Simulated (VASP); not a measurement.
Here is a VASP 6.6.1 calculation.

The input INCAR:

```
SYSTEM = TiB4
ALGO = Normal
EDIFF = 1E-6
ENCUT = 520
GGA = PE
ISIF = 2
ISMEAR = 0
LASPH = .True.
LCHARG = .True.
LELF = .True.
LREAL = .False.
LVHAR = .True.
LWAVE = .False.
NBANDS = 20
NELM = 60
PREC = Accurate
SIGMA = 0.1
```

Contents of KPOINTS:

```
k-points
0
Gamma
  12 12 8
  0 0 0
```

File POSCAR:

```
TiB4
1.0
    3.0374519710      0.0000000000      0.0000000000
   -1.5187259855      2.6305105696      0.0000000000
    0.0000000000      0.0000000000      5.0461104018
Ti B
1 4
Direct
    0.0000000000      0.0000000000      0.0000000000
    0.3333333333      0.6666666667      0.3075587431
    0.6666666667      0.3333333333      0.3075587431
    0.3333333333      0.6666666667      0.6924412569
    0.6666666667      0.3333333333      0.6924412569
```

Potentials or basis: VASP PAW PBE potentials, release 64 (Ti_sv, B).

Command:

```bash
$ cat potpaw_PBE.64/Ti_sv/POTCAR potpaw_PBE.64/B/POTCAR > POTCAR
$ mpirun -np 1 vasp_std > vasp.out
```

Task: Predict the largest force.

Result: 0.005 eV/Å.

Task: What does it give for the pressure?

Result: 0.1 GPa.

Forces in eV/Å, atoms in the order of the input:
```
Ti   0.000  0.000  0.000
B    0.000  0.000  0.005
B    0.000  0.000  0.005
B    0.000  0.000 -0.005
B    0.000  0.000 -0.005
```
